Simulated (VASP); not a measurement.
# NaHgF3 (Pm-3m) in VASP: notebook

The runs below take NaHgF3 through single point, relaxation of cell and atoms, with PBE.

Everything below comes from runs of VASP 6.6.1. Logs are shortened: lines on timing, memory, paths and dates and some standing lists are left out, and cuts for length are marked.

### Step 1. The cell of the first run

It takes space group Pm-3m (No. 221, cubic). The conventional cell has a = 4.561 Å, b = 4.561 Å, c = 4.561 Å, α = 90.00°, β = 90.00°, γ = 90.00°. Within 4.2 Å of Na (site symmetry m-3m) lie 12 F at 3.23 Å and 8 Hg at 3.95 Å. Within 3.0 Å of Hg (site symmetry m-3m) lie 6 F at 2.28 Å. F (site symmetry 4/mmm) has 2 Hg at 2.28 Å within 3.0 Å.

### Step 2. Single point, PBE

Input file INCAR:

```
SYSTEM = NaHgF3
PREC     = Accurate       ! precision mode
ENCUT    = 520            ! plane-wave cutoff, eV
EDIFF    = 1E-6           ! SCF threshold, eV
ISMEAR   = 0              ! smearing method
SIGMA    = 0.02           ! smearing width, eV
LREAL    = .False.        ! projectors in reciprocal space
LASPH    = .True.         ! aspherical terms in the spheres
NELM     = 100            ! most SCF steps
ALGO     = Normal         ! electronic algorithm
ISIF     = 2              ! what is computed and relaxed
LWAVE    = .False.        ! write WAVECAR
LCHARG   = .False.        ! write CHGCAR
GGA      = PE             ! functional
NBANDS   = 28             ! bands
```

Input file KPOINTS:

```
regular mesh
0
Gamma
  8 8 8
  0 0 0
```

Input file POSCAR:

```
NaHgF3
1.0
    4.5614213430      0.0000000000      0.0000000000
    0.0000000000      4.5614213430      0.0000000000
    0.0000000000      0.0000000000      4.5614213430
Na Hg F
1 1 3
Direct
    0.0000000000      0.0000000000      0.0000000000
    0.5000000000      0.5000000000      0.5000000000
    0.0000000000      0.5000000000      0.5000000000
    0.5000000000      0.0000000000      0.5000000000
    0.5000000000      0.5000000000      0.0000000000
```

Potentials or basis: VASP PAW PBE potentials, release 64 (Na_pv, Hg, F).

Started as:

```bash
$ cat potpaw_PBE.64/Na_pv/POTCAR potpaw_PBE.64/Hg/POTCAR potpaw_PBE.64/F/POTCAR > POTCAR
$ mpirun -np 1 vasp_std > vasp.out
```

OUTCAR:

```text
SYSTEM = NaHgF3
   PREC = Accurate
   ENCUT = 520
   EDIFF = 1E-6
   ISMEAR = 0
   LREAL = .False.
   LASPH = .True.
   NELM = 100
   ISIF = 2
   GGA = PE

 ion  position               nearest neighbor table
   1  0.000  0.000  0.000-
   2  0.500  0.500  0.500-   3 2.28   4 2.28   5 2.28   5 2.28   4 2.28   3 2.28
   3  0.000  0.500  0.500-   2 2.28   2 2.28
   4  0.500  0.000  0.500-   2 2.28   2 2.28
   5  0.500  0.500  0.000-   2 2.28   2 2.28

  LATTYP: Found a simple cubic cell.
 ALAT       =     4.5614213430

  Lattice vectors:

 A1 = (   4.5614213430,   0.0000000000,   0.0000000000)
 A2 = (   0.0000000000,   4.5614213430,   0.0000000000)
 A3 = (   0.0000000000,   0.0000000000,   4.5614213430)

Analysis of symmetry for initial positions (statically):
=====================================================================
 Subroutine PRICEL returns:
 Original cell was already a primitive cell.

 Routine SETGRP: Setting up the symmetry group for a
 simple cubic supercell.

 Subroutine GETGRP returns: Found 48 space group operations
 (whereof 48 operations were pure point group operations)
 out of a pool of 48 trial point group operations.

The static configuration has the point symmetry O_h .

Analysis of symmetry for dynamics (positions and initial velocities):
=====================================================================
 Subroutine PRICEL returns:
 Original cell was already a primitive cell.

 Routine SETGRP: Setting up the symmetry group for a
 simple cubic supercell.

 Subroutine GETGRP returns: Found 48 space group operations
 (whereof 48 operations were pure point group operations)
 out of a pool of 48 trial point group operations.

The dynamic configuration has the point symmetry O_h .

 Subroutine INISYM returns: Found 48 space group operations
 (whereof 48 operations are pure point group operations),
 and found     1 'primitive' translations

----------------------------------------------------------------------------------------

                                     Primitive cell

  volume of cell :      94.9075

  direct lattice vectors                    reciprocal lattice vectors
     4.561421343  0.000000000  0.000000000     0.219229912  0.000000000  0.000000000
     0.000000000  4.561421343  0.000000000     0.000000000  0.219229912  0.000000000
     0.000000000  0.000000000  4.561421343     0.000000000  0.000000000  0.219229912

  length of vectors
     4.561421343  4.561421343  4.561421343     0.219229912  0.219229912  0.219229912

  position of ions in fractional coordinates (direct lattice)
     0.000000000  0.000000000  0.000000000
     0.500000000  0.500000000  0.500000000
     0.000000000  0.500000000  0.500000000
     0.500000000  0.000000000  0.500000000
     0.500000000  0.500000000  0.000000000

  ion indices of the primitive-cell ions
   primitive index   ion index
                 1           1
                 2           2
                 3           3
                 4           4
                 5           5

----------------------------------------------------------------------------------------

 KPOINTS: regular mesh

Automatic generation of k-mesh.
 Grid dimensions read from file:
 generate k-points for:    8    8    8

 Generating k-lattice:

  Cartesian coordinates                     Fractional coordinates (reciprocal lattice)
     0.027403739  0.000000000  0.000000000     0.125000000  0.000000000  0.000000000
     0.000000000  0.027403739  0.000000000     0.000000000  0.125000000  0.000000000
     0.000000000  0.000000000  0.027403739     0.000000000  0.000000000  0.125000000

  Length of vectors
     0.027403739  0.027403739  0.027403739

  Shift w.r.t. Gamma in fractional coordinates (k-lattice)
     0.000000000  0.000000000  0.000000000

 Subroutine IBZKPT returns following result:
 ===========================================

 Found     35 irreducible k-points:

 Following reciprocal coordinates:
            Coordinates               Weight
  0.000000  0.000000  0.000000      1.000000
  0.125000  0.000000  0.000000      6.000000
  0.250000  0.000000  0.000000      6.000000
  0.375000  0.000000  0.000000      6.000000
  0.500000  0.000000  0.000000      3.000000
  0.125000  0.125000  0.000000     12.000000
[... 16 lines left out ...]
  0.375000  0.375000  0.125000     24.000000
  0.500000  0.375000  0.125000     24.000000
 [... further k-points ...]
   k-points           NKPTS =     35   k-points in BZ     NKDIM =     35   number of bands    NBANDS=     28
   number of dos      NEDOS =    301   number of ions     NIONS =      5
   total plane-waves  NPLWV =  46656
   dimension x,y,z NGX =    36 NGY =   36 NGZ =   36
   dimension x,y,z NGXF=    72 NGYF=   72 NGZF=   72
   ions per type =               1   1   3
   NGX,Y,Z   is equivalent  to a cutoff of  13.12, 13.12, 13.12 a.u.
   NGXF,Y,Z  is equivalent  to a cutoff of  26.24, 26.24, 26.24 a.u.
 SYSTEM =  NaHgF3
[... 31 lines left out ...]
  Fermi-wavevector in a.u.,A,eV,Ry     =   1.227424  2.319495 20.498127  1.506570
  Thomas-Fermi vector in A             =   2.362388
   LORBIT       =      0    0 simple, 1 ext, 2 COOP (PROOUT), +10 PAW based schemes
   GGA     = PE    functional components
   LHFCALC =     F    Hartree Fock is set to
   AEXX    =    0.0000 exact exchange contribution
   IVDW    =     0    specifies the selected vdW correction
   LEPSILON=     F    determine dielectric tensor
   LRPA    =     F    only Hartree local field effects (RPA)
 non-spin polarized calculation
 Gauss-broadening in eV      SIGMA  =   0.02
  energy-cutoff  :      520.00
  volume of cell :       94.91
 maximum number of plane-waves:      2569
 NGX is ok and might be reduce to    36
   NGX = 17   NGY = 17   NGZ = 17

 number of electron      40.0000034 magnetization

 Free energy of the ion-electron system (eV)
  ---------------------------------------------------
  ext. energy  EPLUGINS =         0.00000000
  ---------------------------------------------------
  free energy    TOTEN  =       -15.63641210 eV

  energy without entropy =      -15.63641210  energy(sigma->0) =      -15.63641210

 E-fermi :  -1.0200     XC(G=0):  -8.0366

 val. band max:       -1.1989936797   @ k =   0.5000   0.5000   0.5000
 cond. band min:      -0.8295876023   @ k =   0.0000   0.0000   0.0000
 fundamental gap:      0.3694060775
 Fermi energy:        -1.0200464060

 k-point     1 :       0.0000    0.0000    0.0000
  band No.  band energies     occupation
      1     -24.5683      2.00000
      2     -24.5683      2.00000
      3     -24.5683      2.00000
      4     -22.7072      2.00000
      5     -22.4697      2.00000
      6     -22.4697      2.00000
[... 20 lines left out ...]
     27       8.6905      0.00000
     28      12.6665      0.00000

 k-point     2 :       0.1250    0.0000    0.0000
  band No.  band energies     occupation
      1     -24.5688      2.00000
      2     -24.5683      2.00000
      3     -24.5683      2.00000
      4     -22.6958      2.00000
      5     -22.4696      2.00000
      6     -22.4695      2.00000
[... 20 lines left out ...]
     27       9.7147      0.00000
     28      11.7840      0.00000

 k-point     3 :       0.2500    0.0000    0.0000
  band No.  band energies     occupation
      1     -24.5700      2.00000
      2     -24.5683      2.00000
      3     -24.5683      2.00000
      4     -22.6670      2.00000
      5     -22.4693      2.00000
      6     -22.4690      2.00000
[... 20 lines left out ...]
     27      10.7734      0.00000
     28      10.7734      0.00000

 k-point     4 :       0.3750    0.0000    0.0000
  band No.  band energies     occupation
      1     -24.5711      2.00000
      2     -24.5682      2.00000
      3     -24.5682      2.00000
      4     -22.6376      2.00000
      5     -22.4699      2.00000
      6     -22.4685      2.00000
[... 578 lines left out ...]
     27      10.1483      0.00000
     28      10.6029      0.00000

 k-point    23 :       0.3750    0.3750    0.1250
  band No.  band energies     occupation
      1     -24.5703      2.00000
      2     -24.5701      2.00000
      3     -24.5683      2.00000
      4     -22.5585      2.00000
      5     -22.4674      2.00000
      6     -22.4671      2.00000
[... 20 lines left out ...]
     27      10.1053      0.00000
     28      10.2045      0.00000

 k-point    24 :       0.5000    0.3750    0.1250
  band No.  band energies     occupation
      1     -24.5705      2.00000
      2     -24.5700      2.00000
      3     -24.5683      2.00000
      4     -22.5466      2.00000
      5     -22.4672      2.00000
      6     -22.4671      2.00000
[... 20 lines left out ...]
     27      10.1317      0.00000
     28      10.1461      0.00000

 [... further k-points ...]

------------------------ aborting loop because EDIFF is reached ----------------------------------------

  FORCE on cell =-STRESS in cart. coord.  units (eV):
  Direction    XX          YY          ZZ          XY          YZ          ZX
  --------------------------------------------------------------------------------------
  -------------------------------------------------------------------------------------
  Total        0.1435048      0.1435048      0.1435048      0.0000000     -0.0000000      0.0000000
  in kB        2.4225714      2.4225714      2.4225714      0.0000000     -0.0000000      0.0000000
  external PRESSURE =       2.4225714 kB  Pullay stress =       0.0000000 kB

 VOLUME and BASIS-vectors are now :
 -----------------------------------------------------------------------------
  energy-cutoff  :      520.00
  volume of cell :       94.91
      direct lattice vectors                 reciprocal lattice vectors
     4.561421343  0.000000000  0.000000000     0.219229912  0.000000000  0.000000000
     0.000000000  4.561421343  0.000000000     0.000000000  0.219229912  0.000000000
     0.000000000  0.000000000  4.561421343     0.000000000  0.000000000  0.219229912

 POSITION                                       TOTAL-FORCE (eV/Angst)
 -----------------------------------------------------------------------------------
      0.00000      0.00000      0.00000         0.000000      0.000000      0.000000
      2.28071      2.28071      2.28071         0.000000      0.000000      0.000000
      0.00000      2.28071      2.28071         0.000000      0.000000      0.000000
      2.28071      0.00000      2.28071         0.000000      0.000000      0.000000
      2.28071      2.28071      0.00000         0.000000      0.000000      0.000000
 -----------------------------------------------------------------------------------
    total drift:                                0.000000      0.000000      0.000000

  FREE ENERGIE OF THE ION-ELECTRON SYSTEM (eV)
  ---------------------------------------------------
  free  energy   TOTEN  =       -15.6364120991 eV

  energy  without entropy=      -15.6364120991  energy(sigma->0) =      -15.63641210
```

It took 30 s on 1 thread of Intel Xeon 6975P-C (Granite Rapids), shared host; peak memory 0.25 GiB.

Results:

```yaml
Free_energy: -15.6364 eV
Pressure: 0.2 GPa
Band_gap_on_the_k_mesh: 0.37 eV, indirect (least direct gap 2.79 eV)
```

Caveat: spin-orbit coupling is left out, which moves the levels of the heavy elements. A k mesh can miss the band edges.

### Step 3. Relaxation of cell and atoms, PBE

This run uses another cell than the first one, of 19.04 Å³/atom, 1.003 times its volume.

Input file INCAR:

```
ALGO     = Normal         # electronic algorithm
EDIFF    = 1E-6           # SCF threshold, eV
EDIFFG   = -0.005         # ionic threshold
ENCUT    = 600            # plane-wave cutoff, eV
GGA      = PE             # functional
IBRION   = 2              # ionic algorithm
ISIF     = 3              # what is computed and relaxed
ISMEAR   = 0              # smearing method
LASPH    = True           # aspherical terms in the spheres
LCHARG   = False          # write CHGCAR
LREAL    = False          # projectors in reciprocal space
LWAVE    = False          # write WAVECAR
NELM     = 100            # most SCF steps
NSW      = 100            # ionic steps
PREC     = Accurate       # precision mode
SIGMA    = 0.02           # smearing width, eV
```

Input file KPOINTS:

```
k-points
0
Gamma
  8 8 8
```

POSCAR, as its differences from that of step 2:

```diff
@@ -2,5 +2,5 @@
 1.0
-    4.5614213430      0.0000000000      0.0000000000
-    0.0000000000      4.5614213430      0.0000000000
-    0.0000000000      0.0000000000      4.5614213430
+    4.5662929107      0.0000000000      0.0000000000
+    0.0000000000      4.5662929107      0.0000000000
+    0.0000000000      0.0000000000      4.5662929107
 Na Hg F
```

Potentials or basis: VASP PAW PBE potentials, release 64 (Na_pv, Hg, F).

Started as:

```bash
$ cat potpaw_PBE.64/Na_pv/POTCAR potpaw_PBE.64/Hg/POTCAR potpaw_PBE.64/F/POTCAR > POTCAR
$ mpirun -np 1 vasp_std > vasp.out
```

Run time: 32 s. Hardware: 1 thread of Intel Xeon 6975P-C (Granite Rapids), shared host; peak memory 0.26 GiB.

Results (log left out):

```yaml
Free_energy: -15.6426 eV
Pressure_after_relaxing: 0.0 GPa
Band_gap_on_the_k_mesh: 0.38 eV, indirect (least direct gap 2.77 eV)
```

Final structure:
```yaml
crystal:
  lattice:
    - [4.56629, 0.00000, 0.00000]
    - [0.00000, 4.56629, 0.00000]
    - [0.00000, 0.00000, 4.56629]
  atoms:
    - { symbol: Na, position: [0.00000, 0.00000, 0.00000] }
    - { symbol: Hg, position: [0.50000, 0.50000, 0.50000] }
    - { symbol: F, position: [0.00000, 0.50000, 0.50000] }
    - { symbol: F, position: [0.50000, 0.00000, 0.50000] }
    - { symbol: F, position: [0.50000, 0.50000, 0.00000] }
```

Levels at points of the mesh, in eV from the valence-band top:
```tsv
k point	band 16	band 17	band 18	band 19	band 20	band 21	band 22	band 23	band 24
(0.00, 0.00, 0.00)	-2.43	-2.43	-2.40	-2.40	-2.40	0.38	5.01	9.59	9.59
(0.50, 0.00, 0.00)	-2.41	-2.41	-2.06	-2.03	-2.03	2.99	4.66	7.83	10.52
(0.50, 0.50, 0.00)	-2.12	-2.07	-2.02	-2.02	0.00	4.45	6.03	6.48	6.48
(0.50, 0.50, 0.50)	-2.07	-2.07	-2.07	0.00	0.00	5.63	6.18	7.63	7.63
```

Caveat: the relaxation stopped at its first step, so nothing moved; spin-orbit coupling is left out, which moves the levels of the heavy elements.

### Step 4. Single point, PBE

This run uses another cell than the first one, of 19.04 Å³/atom, 1.003 times its volume.

Input file INCAR:

```
SYSTEM = NaHgF3
PREC     = Accurate       ! precision mode
ENCUT    = 520            ! plane-wave cutoff, eV
EDIFF    = 1E-6           ! SCF threshold, eV
ISMEAR   = 0              ! smearing method
SIGMA    = 0.1            ! smearing width, eV
LREAL    = .False.        ! projectors in reciprocal space
LASPH    = .True.         ! aspherical terms in the spheres
NELM     = 100            ! most SCF steps
ALGO     = Normal         ! electronic algorithm
ISIF     = 2              ! what is computed and relaxed
LWAVE    = .False.        ! write WAVECAR
LCHARG   = .False.        ! write CHGCAR
GGA      = PE             ! functional
NBANDS   = 28             ! bands
```

Input file KPOINTS:

```
Automatic mesh
0
Gamma
  6 6 6
  0 0 0
```

POSCAR is that of step 3.

Started as:

```bash
$ cat potpaw_PBE.64/Na_pv/POTCAR potpaw_PBE.64/Hg/POTCAR potpaw_PBE.64/F/POTCAR > POTCAR
$ mpirun -np 1 vasp_std > vasp.out
```

Wall time 19 s (1 thread of Intel Xeon 6975P-C (Granite Rapids), shared host); peak memory 0.22 GiB.

Results (log left out):

| Quantity | Value |
| --- | --- |
| Free energy | -15.6371 eV |
| Pressure | 0.1 GPa |
| Band gap on the k mesh | 0.37 eV, indirect (least direct gap 2.77 eV) |

Levels at points of the mesh, in eV from the valence-band top:
```
           k point  band 18  band 19  band 20  band 21  band 22  band 23
(0.00, 0.00, 0.00)    -2.40    -2.40    -2.40     0.37     5.01     9.59
(0.50, 0.00, 0.00)    -2.06    -2.03    -2.03     2.99     4.66     7.83
(0.50, 0.50, 0.00)    -2.02    -2.02     0.00     4.45     6.03     6.48
(0.50, 0.50, 0.50)    -2.07     0.00     0.00     5.63     6.18     7.63
```

Caveat: spin-orbit coupling is left out, which moves the levels of the heavy elements. A k mesh can miss the band edges.

### Step 5. Relaxation of cell and atoms, PBE

This run uses another cell than the first one, of 13.79 Å³/atom, 0.727 times its volume.

Input file INCAR:

```
ALGO = Normal
EDIFF = 1E-7
EDIFFG = -0.05
ENCUT = 600
GGA = PE
IBRION = 2
ISIF = 3
ISMEAR = 0
LASPH = T
LCHARG = F
LREAL = F
LWAVE = F
NELM = 100
NSW = 100
PREC = Accurate
SIGMA = 0.1
```

Input file KPOINTS:

```
k-points
0
Gamma
  6 6 6
```

POSCAR, as its differences from that of step 4:

```diff
@@ -2,5 +2,5 @@
 1.0
-    4.5662929107      0.0000000000      0.0000000000
-    0.0000000000      4.5662929107      0.0000000000
-    0.0000000000      0.0000000000      4.5662929107
+    4.1007762906      0.0000000000      0.0000000000
+    0.0000000000      4.1007762906      0.0000000000
+    0.0000000000      0.0000000000      4.1007762906
 Na Hg F
```

Started as:

```bash
$ cat potpaw_PBE.64/Na_pv/POTCAR potpaw_PBE.64/Hg/POTCAR potpaw_PBE.64/F/POTCAR > POTCAR
$ mpirun -np 1 vasp_std > vasp.out
```

It took 72 s on 1 thread of Intel Xeon 6975P-C (Granite Rapids), shared host; peak memory 0.23 GiB.

Results (log left out):

* Free energy: -15.5901 eV
* Relaxed volume: 18.96 Å³/atom
* Relaxed cell: a = 4.560 Å, b = 4.560 Å, c = 4.560 Å, α = 90.00°, β = 90.00°, γ = 90.00°
* Space group after relaxing (to 0.05 Å): Pm-3m (No. 221)
* Energy gained by relaxing: 447.1 meV/atom
* Ionic steps: 4
* Pressure after relaxing: -0.1 GPa
* Band gap on the k mesh: 0.37 eV, indirect (least direct gap 2.80 eV)

Step by step:
```csv
step,energy change (eV),largest force (eV/Å),pressure (GPa),volume (Å³)
1,0.0000,0.0000,37.29,68.96
2,-2.0169,0.0000,-5.63,106.21
3,-2.2332,0.0000,0.65,93.68
4,-2.2353,0.0000,-0.06,94.80
```

Final structure:
```xyz
5
Lattice="4.5597 0.0000 0.0000 0.0000 4.5597 0.0000 0.0000 0.0000 4.5597" Properties=species:S:1:pos:R:3 pbc="T T T"
Na    0.0000    0.0000    0.0000
Hg    2.2799    2.2799    2.2799
F     0.0000    2.2799    2.2799
F     2.2799    0.0000    2.2799
F     2.2799    2.2799    0.0000
```

Levels at points of the mesh, in eV from the valence-band top:
| k point | band 18 | band 19 | band 20 | band 21 | band 22 | band 23 |
| --- | --- | --- | --- | --- | --- | --- |
| (0.00, 0.00, 0.00) | -2.43 | -2.43 | -2.43 | 0.37 | 5.00 | 9.59 |
| (0.50, 0.00, 0.00) | -2.07 | -2.05 | -2.05 | 3.00 | 4.65 | 7.82 |
| (0.50, 0.50, 0.00) | -2.05 | -2.05 | 0.00 | 4.46 | 6.02 | 6.47 |
| (0.50, 0.50, 0.50) | -2.10 | 0.00 | 0.00 | 5.65 | 6.17 | 7.62 |

Caveat: the volume moved by over 15 % at a fixed basis, so the end points are rough; spin-orbit coupling is left out, which moves the levels of the heavy elements. A k mesh can miss the band edges.

### Step 6. Overview

```tsv
task	cell	k mesh	cutoff (eV)	smearing	gap on the mesh (eV)	pressure (GPa)
single point	a = 4.561 Å, 5 atoms	8 × 8 × 8	520	gaussian 0.02 eV	0.37	0.2
relaxation of cell and atoms	relaxed from a = 4.566 Å, 5 atoms	8 × 8 × 8	600	gaussian 0.02 eV	0.38	0.0
single point	a = 4.566 Å, 5 atoms	6 × 6 × 6	520	gaussian 0.1 eV	0.37	0.1
relaxation of cell and atoms	relaxed from a = 4.101 Å, 5 atoms	6 × 6 × 6	600	gaussian 0.1 eV	0.37	-0.1
```

Alike in all rows: level PBE; potentials or basis VASP PAW PBE potentials, release 64 (Na_pv, Hg, F); no spin polarisation.

Caveats: spin-orbit coupling is left out, which moves the levels of the heavy elements; the relaxation stopped at its first step, so nothing moved (some runs); the volume moved by over 15 % at a fixed basis, so the end points are rough (some runs).

Total energies depend on the potentials used, so only differences within one code and one set of settings carry meaning.
